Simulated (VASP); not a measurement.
CaB2, 3 atoms in the cell. It takes space group P6/mmm (No. 191, hexagonal). Conventional cell: a = 3.275 Å, b = 3.275 Å, c = 3.948 Å, α = 90.00°, β = 90.00°, γ = 120.00°. Within 3.6 Å of Ca (site symmetry 6/mmm) lie 12 B at 2.73 Å and 6 Ca at 3.27 Å. B (site symmetry -6m2) has 3 B at 1.89 Å within 2.5 Å. 

* Program: VASP 6.6.1
* Task: single point
* Functional: PBE
* Potentials or basis: VASP PAW PBE potentials, release 64 (Ca_sv, B)
* Cutoff: 520 eV
* k mesh: 12 × 12 × 9
* Occupations: methfessel-paxton, width 0.05 eV
* Spin: no spin polarisation
* Dipole correction: no
* Further INCAR settings: ALGO = Normal; EDIFF = 1e-07; NBANDS = 15

Potentials or basis: VASP PAW PBE potentials, release 64 (Ca_sv, B).

Run with:

```bash
$ cat potpaw_PBE.64/Ca_sv/POTCAR potpaw_PBE.64/B/POTCAR > POTCAR
$ mpirun -np 1 vasp_std > vasp.out
```

Hardware: 1 thread of Intel(R) Xeon(R) Platinum 8559C (Emerald Rapids), on a shared host.

Problem. How long does it take, and how much memory?

Solution. Run time: 26 s on 1 thread of Intel(R) Xeon(R) Platinum 8559C (Emerald Rapids) (shared host), peak memory 0.18 GiB. Counts: scf iterations 19, k points 95.
